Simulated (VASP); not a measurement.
# H2Se (P6/mmm) in VASP: further runs

Runs on H2Se. Level: PBE. Tasks: relaxation of cell and atoms.

All numbers are computed with VASP 6.6.1; they aren't measurements. Logs are shortened: lines on timing, memory, paths and dates and some standing lists are left out, and cuts for length are marked.

### 1 The cell of the first run

The structure is hexagonal, space group P6/mmm (No. 191). Conventional cell: a = 2.662 Å, b = 2.662 Å, c = 6.239 Å, α = 90.00°, β = 90.00°, γ = 120.00°. Within 2.0 Å of H (site symmetry -6m2) lie 3 H at 1.54 Å. Se (site symmetry 6/mmm) has 6 Se at 2.66 Å and 12 H at 3.48 Å within 3.5 Å.

### 2 Relaxation of cell and atoms, PBE

INCAR

```
SYSTEM = H2Se
PREC = Accurate
ENCUT = 600
EDIFF = 1E-7
ISMEAR = 0
SIGMA = 0.1
LREAL = .FALSE.
LASPH = .TRUE.
NELM = 60
ALGO = Normal
ISIF = 3
LWAVE = .FALSE.
LCHARG = .FALSE.
GGA = PE
IBRION = 2
NSW = 100
EDIFFG = -0.01
```

KPOINTS

```
regular mesh
0
G
  18 18 8
  0 0 0
```

POSCAR

```
H2Se
1.0
    2.6621591932      0.0000000000      0.0000000000
   -1.3310795966      2.3054974903      0.0000000000
    0.0000000000      0.0000000000      6.2391094961
H Se
2 1
Direct
    0.3333333333      0.6666666667      0.5000000000
    0.6666666667      0.3333333333      0.5000000000
    0.0000000000      0.0000000000      0.0000000000
```

Potentials or basis: VASP PAW PBE potentials, release 64 (H, Se).

On the command line:

```
$ cat potpaw_PBE.64/H/POTCAR potpaw_PBE.64/Se/POTCAR > POTCAR
$ mpirun -np 1 vasp_std > vasp.out
```

OUTCAR:

```text
SYSTEM = H2Se
   PREC = Accurate
   ENCUT = 600
   EDIFF = 1E-7
   ISMEAR = 0
   LREAL = .FALSE.
   LASPH = .TRUE.
   NELM = 60
   ISIF = 3
   GGA = PE
   IBRION = 2
   NSW = 100
   EDIFFG = -0.01

 ion  position               nearest neighbor table
   1  0.333  0.667  0.500-
   2  0.667  0.333  0.500-
   3  0.000  0.000  0.000-

  LATTYP: Found a hexagonal cell.
 ALAT       =     2.6621591932
 C/A-ratio  =     2.3436275006

  Lattice vectors:

 A1 = (   2.6621591932,   0.0000000000,   0.0000000000)
 A2 = (  -1.3310795966,   2.3054974903,   0.0000000000)
 A3 = (   0.0000000000,   0.0000000000,   6.2391094961)

Analysis of symmetry for initial positions (statically):
=====================================================================
 Subroutine PRICEL returns:
 Original cell was already a primitive cell.

 Routine SETGRP: Setting up the symmetry group for a
 hexagonal supercell.

 Subroutine GETGRP returns: Found 24 space group operations
 (whereof 24 operations were pure point group operations)
 out of a pool of 24 trial point group operations.

The static configuration has the point symmetry D_6h.

Analysis of symmetry for dynamics (positions and initial velocities):
=====================================================================
 Subroutine PRICEL returns:
 Original cell was already a primitive cell.

 Routine SETGRP: Setting up the symmetry group for a
 hexagonal supercell.

 Subroutine GETGRP returns: Found 24 space group operations
 (whereof 24 operations were pure point group operations)
 out of a pool of 24 trial point group operations.

The dynamic configuration has the point symmetry D_6h.

 Subroutine INISYM returns: Found 24 space group operations
 (whereof 24 operations are pure point group operations),
 and found     1 'primitive' translations

----------------------------------------------------------------------------------------

                                     Primitive cell

  volume of cell :      38.2932

  direct lattice vectors                    reciprocal lattice vectors
     2.662159193  0.000000000  0.000000000     0.375634937  0.216872932  0.000000000
    -1.331079597  2.305497490  0.000000000     0.000000000  0.433745864  0.000000000
     0.000000000  0.000000000  6.239109496     0.000000000  0.000000000  0.160279284

  length of vectors
     2.662159193  2.662159193  6.239109496     0.433745864  0.433745864  0.160279284

  position of ions in fractional coordinates (direct lattice)
     0.333333333  0.666666667  0.500000000
     0.666666667  0.333333333  0.500000000
     0.000000000  0.000000000  0.000000000

  ion indices of the primitive-cell ions
   primitive index   ion index
                 1           1
                 2           2
                 3           3

----------------------------------------------------------------------------------------

 KPOINTS: regular mesh

Automatic generation of k-mesh.
 Grid dimensions read from file:
 generate k-points for:   18   18    8

 Generating k-lattice:

  Cartesian coordinates                     Fractional coordinates (reciprocal lattice)
     0.020868608  0.012048496  0.000000000     0.055555556 -0.000000000  0.000000000
     0.000000000  0.024096992  0.000000000     0.000000000  0.055555556  0.000000000
     0.000000000  0.000000000  0.020034910     0.000000000  0.000000000  0.125000000

  Length of vectors
     0.024096992  0.024096992  0.020034910

  Shift w.r.t. Gamma in fractional coordinates (k-lattice)
     0.000000000  0.000000000  0.000000000

 Subroutine IBZKPT returns following result:
 ===========================================

 Found    185 irreducible k-points:

 Following reciprocal coordinates:
            Coordinates               Weight
  0.000000  0.000000  0.000000      1.000000
  0.055556  0.000000  0.000000      6.000000
  0.111111  0.000000  0.000000      6.000000
  0.166667 -0.000000  0.000000      6.000000
  0.222222 -0.000000  0.000000      6.000000
  0.277778  0.000000  0.000000      6.000000
[... 16 lines left out ...]
  0.333333  0.111111  0.000000     12.000000
  0.388889  0.111111  0.000000     12.000000
 [... further k-points ...]
   k-points           NKPTS =    185   k-points in BZ     NKDIM =    185   number of bands    NBANDS=      8
   number of dos      NEDOS =    301   number of ions     NIONS =      3
   total plane-waves  NPLWV =  28800
   dimension x,y,z NGX =    24 NGY =   24 NGZ =   50
   dimension x,y,z NGXF=    48 NGYF=   48 NGZF=  100
   ions per type =               2   1
   NGX,Y,Z   is equivalent  to a cutoff of  14.99, 14.99, 13.32 a.u.
   NGXF,Y,Z  is equivalent  to a cutoff of  29.97, 29.97, 26.65 a.u.
 SYSTEM =  H2Se
   PREC   = accura    normal or accurate (medium, high low for compatibility)
   ISTART =      0    job   : 0-new  1-cont  2-samecut
   ICHARG =      2    charge: 1-file 2-atom 10-const
   ISPIN  =      1    spin polarized calculation?
   LNONCOLLINEAR =      F non collinear calculations
   LSORBIT =      F    spin-orbit coupling
   LASPH  =      T    aspherical Exc in radial PAW
   ENCUT  =  600.0 eV  44.10 Ry    6.64 a.u.   5.32  5.32 12.46*2*pi/ulx,y,z
   NELM   =     60;   NELMIN=  2; NELMDL= -5     # of ELM steps
   EDIFF  = 0.1E-06   stopping-criterion for ELM
   LREAL  =      F    real-space projection
   EDIFFG = -.1E-01   stopping-criterion for IOM
   NSW    =    100    number of steps for IOM
   IBRION =      2    ionic relax: 0-MD 1-quasi-New 2-CG
   NFREE  =      1    steps in history (QN), initial steepest desc. (CG)
   ISIF   =      3    stress and relaxation
   ISYM   =      2    0-nonsym 1-usesym 2-fastsym
   POTIM  = 0.5000    time-step for ionic-motion
   TEBEG  =    0.0;   TEEND  =   0.0 temperature during run
   PSTRESS=    0.0 pullay stress
   NELECT =       8.0000    total number of electrons
   NUPDOWN=      -1.0000    fix difference up-down
   EMIN   =  10.00;   EMAX   =-10.00  energy-range for DOS
   EFERMI =   0.00;   METHOD = LEGACY
   ISMEAR =     0;   SIGMA  =   0.10  broadening in eV -4-tet -1-fermi 0-gaus
   EFERMI_NEDOS =   21; number of points for ismear=-14 and -15
   IALGO  =     38    algorithm
   IMIX   =      4    mixing-type and parameters
     AMIX     =   0.40;   BMIX     =  1.00
     AMIX_MAG =   1.60;   BMIX_MAG =  1.00
  volume/ion in A,a.u.               =      12.76        86.14
  Fermi-wavevector in a.u.,A,eV,Ry     =   0.971399  1.835678 12.838680  0.943616
  Thomas-Fermi vector in A             =   2.101613
   LORBIT       =      0    0 simple, 1 ext, 2 COOP (PROOUT), +10 PAW based schemes
   GGA     = PE    functional components
   LHFCALC =     F    Hartree Fock is set to
   AEXX    =    0.0000 exact exchange contribution
   IVDW    =     0    specifies the selected vdW correction
   LEPSILON=     F    determine dielectric tensor
   LRPA    =     F    only Hartree local field effects (RPA)
 conjugate gradient relaxation of ions
 non-spin polarized calculation
 Gauss-broadening in eV      SIGMA  =   0.10
  energy-cutoff  :      600.00
  volume of cell :       38.29
 maximum number of plane-waves:      1321
 NGX is ok and might be reduce to    24
   NGX = 11   NGY = 11   NGZ = 25

--------------------------------------- Ionic step        1  -------------------------------------------

 number of electron       7.9999999 magnetization

 Free energy of the ion-electron system (eV)
  ---------------------------------------------------
  ext. energy  EPLUGINS =         0.00000000
  ---------------------------------------------------
  free energy    TOTEN  =        -7.50554594 eV

  energy without entropy =       -7.49999974  energy(sigma->0) =       -7.50277284

------------------------ aborting loop because EDIFF is reached ----------------------------------------

  FORCE on cell =-STRESS in cart. coord.  units (eV):
  Direction    XX          YY          ZZ          XY          YZ          ZX
  --------------------------------------------------------------------------------------
  -------------------------------------------------------------------------------------
  Total       -0.4644444     -0.4644444      0.2516530      0.0000000     -0.0000000      0.0000000
  in kB      -19.4322484    -19.4322484     10.5291053      0.0000000     -0.0000000      0.0000000
  external PRESSURE =      -9.4451305 kB  Pullay stress =       0.0000000 kB
[... 92 lines left out ...]
  FREE ENERGIE OF THE ION-ELECTRON SYSTEM (eV)
  ---------------------------------------------------
  free  energy   TOTEN  =        -7.5105183662 eV

  energy  without entropy=       -7.5039376005  energy(sigma->0) =       -7.50722798

[... ionic steps 4 to 7 ...]

--------------------------------------- Ionic step        8  -------------------------------------------

 number of electron       8.0000000 magnetization

------------------------ aborting loop because EDIFF is reached ----------------------------------------

  FORCE on cell =-STRESS in cart. coord.  units (eV):
  Direction    XX          YY          ZZ          XY          YZ          ZX
  --------------------------------------------------------------------------------------
  -------------------------------------------------------------------------------------
  Total       -0.0735816     -0.0735816      0.0108105     -0.0000000     -0.0000000      0.0000000
  in kB       -2.7901768     -2.7901768      0.4099283     -0.0000000     -0.0000000      0.0000000
  external PRESSURE =      -1.7234751 kB  Pullay stress =       0.0000000 kB
[... 59 lines left out ...]
  energy  without entropy=       -7.5112980759  energy(sigma->0) =       -7.51525086

--------------------------------------- Ionic step       10  -------------------------------------------

 number of electron       8.0000000 magnetization

 Free energy of the ion-electron system (eV)
  ---------------------------------------------------
  ext. energy  EPLUGINS =         0.00000000
  ---------------------------------------------------
  free energy    TOTEN  =        -7.52117774 eV

  energy without entropy =       -7.51402572  energy(sigma->0) =       -7.51760173

 E-fermi :   0.7223     XC(G=0):  -8.1935

 val. band max:        0.7162092738   @ k =   0.3333   0.2222   0.1250
 cond. band min:       0.7234552214   @ k =   0.2778   0.2778   0.0000
 fundamental gap:      0.0072459476
 Fermi energy:         0.7222971004

 k-point     1 :       0.0000    0.0000    0.0000
  band No.  band energies     occupation
      1     -16.1233      2.00000
      2      -6.3713      2.00000
      3      -4.0678      2.00000
      4       6.6376      0.00000
      5       6.6788      0.00000
      6       7.1338      0.00000
      7       7.1338      0.00000
      8      12.1768      0.00000
[... 243 lines left out ...]
 k-point    24 :       0.3889    0.1111    0.0000
  band No.  band energies     occupation
      1     -11.1398      2.00000
      2      -6.0781      2.00000
      3      -1.6123      2.00000
      4       0.2659      2.00000
      5       1.0973      0.00000
      6       2.5532      0.00000
      7       7.1156      0.00000
      8      11.2908      0.00000

 [... further k-points ...]

------------------------ aborting loop because EDIFF is reached ----------------------------------------

  FORCE on cell =-STRESS in cart. coord.  units (eV):
  Direction    XX          YY          ZZ          XY          YZ          ZX
  --------------------------------------------------------------------------------------
  -------------------------------------------------------------------------------------
  Total        0.0055560      0.0055560      0.0094971      0.0000000     -0.0000000      0.0000000
  in kB        0.2109197      0.2109197      0.3605314      0.0000000     -0.0000000      0.0000000
  external PRESSURE =       0.2607903 kB  Pullay stress =       0.0000000 kB
[... 18 lines left out ...]
  FREE ENERGIE OF THE ION-ELECTRON SYSTEM (eV)
  ---------------------------------------------------
  free  energy   TOTEN  =        -7.5211777404 eV

  energy  without entropy=       -7.5140257179  energy(sigma->0) =       -7.51760173

 reached required accuracy - stopping structural energy minimisation
```

It took 4.3 min on 1 thread of AMD EPYC 9R45 (Zen 5), shared host; peak memory 0.21 GiB.

What came out:

* Free energy: -7.5212 eV
* Relaxed volume: 14.07 Å³/atom
* Relaxed cell: a = 2.641 Å, b = 2.641 Å, c = 6.985 Å, α = 90.00°, β = 90.00°, γ = 120.00°
* Space group after relaxing (to 0.1 Å): P6/mmm (No. 191)
* Energy gained by relaxing: 5.2 meV/atom
* Ionic steps: 10
* Pressure after relaxing: 0.0 GPa
* Band gap on the k mesh: zero (bands 4 and 5 overlap by 7.22 eV)

Step by step:
| step | energy change (eV) | largest force (eV/Å) | pressure (GPa) | volume (Å³) |
| --- | --- | --- | --- | --- |
| 1 | 0.0000 | 0.0000 | -0.94 | 38.29 |
| 2 | -0.0048 | 0.0000 | 0.21 | 37.88 |
| 3 | -0.0050 | 0.0000 | 0.48 | 37.78 |
| 4 | -0.0059 | 0.0000 | 0.45 | 37.95 |
| 5 | -0.0084 | 0.0000 | 0.36 | 38.46 |
| 6 | -0.0120 | 0.0000 | 0.18 | 39.48 |
| 7 | -0.0152 | 0.0000 | -0.09 | 41.54 |
| 8 | -0.0155 | 0.0000 | -0.17 | 42.25 |
| 9 | -0.0137 | 0.0000 | 0.85 | 42.00 |
| 10 | -0.0156 | 0.0000 | 0.03 | 42.20 |

Final structure:
```cif
data_structure
_symmetry_space_group_name_H-M 'P 1'
_symmetry_Int_Tables_number 1
_cell_length_a 2.6414
_cell_length_b 2.6414
_cell_length_c 6.9847
_cell_angle_alpha 90.000
_cell_angle_beta 90.000
_cell_angle_gamma 120.000
_cell_volume 42.20
loop_
_atom_site_label
_atom_site_type_symbol
_atom_site_fract_x
_atom_site_fract_y
_atom_site_fract_z
_atom_site_occupancy
H1 H 0.33333 0.66667 0.50000 1
H2 H 0.66667 0.33333 0.50000 1
Se1 Se 0.00000 0.00000 0.00000 1
```

Caveat: this functional lacks dispersion, which binds the layers, so the pressure and a relaxed spacing across them are unreliable.

[end of part 1 of 2]
